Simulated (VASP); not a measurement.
Here is a VASP 6.6.1 calculation.

Contents of INCAR:

```
  PREC = Accurate
  ENCUT = 520
  EDIFF = 1E-6
  ISMEAR = 0
  SIGMA = 0.05
  LREAL = False
  LASPH = True
  NELM = 80
  ALGO = Normal
  ISIF = 2
  LWAVE = False
  LCHARG = False
  GGA = PS
  NBANDS = 20
```

The input KPOINTS:

```
regular mesh
0
Gamma
  10 10 5
```

The input POSCAR:

```
MoS2
1.0
    3.1690364643      0.0000000000      0.0000000000
   -1.5845177412      2.7444654161      0.0000000000
    0.0000000000      0.0000000000      6.1981949043
Mo S
1 2
Direct
    0.0000000000      0.0000000000      0.5000000000
    0.3333333333      0.6666666667      0.2553190000
    0.6666666667      0.3333333333      0.7446810000
```

Potentials or basis: VASP PAW PBE potentials, release 64 (Mo_sv, S).

Launch:

```sh
$ cat potpaw_PBE.64/Mo_sv/POTCAR potpaw_PBE.64/S/POTCAR > POTCAR
$ mpirun -np 1 vasp_std > vasp.out
```

Problem. Predict the pressure.

Solution. 4.5 GPa.

Problem. What does it give for the band gap on the k mesh?

Solution. Zero (bands 13 and 14 overlap by 0.76 eV).

Problem. Predict the largest force.

Solution. 0.955 eV/Å.

Stress tensor (GPa, compression positive):
```
2.73 0.00 0.00
0.00 2.73 0.00
0.00 0.00 7.98
```

Caveat: the stress differs along the axes, from 3 to 8 GPa; the PAW data sets were made with another functional, which shifts forces and pressure a little; this functional lacks dispersion, which binds layers or chains, so the pressure and a relaxed spacing across them are unreliable.
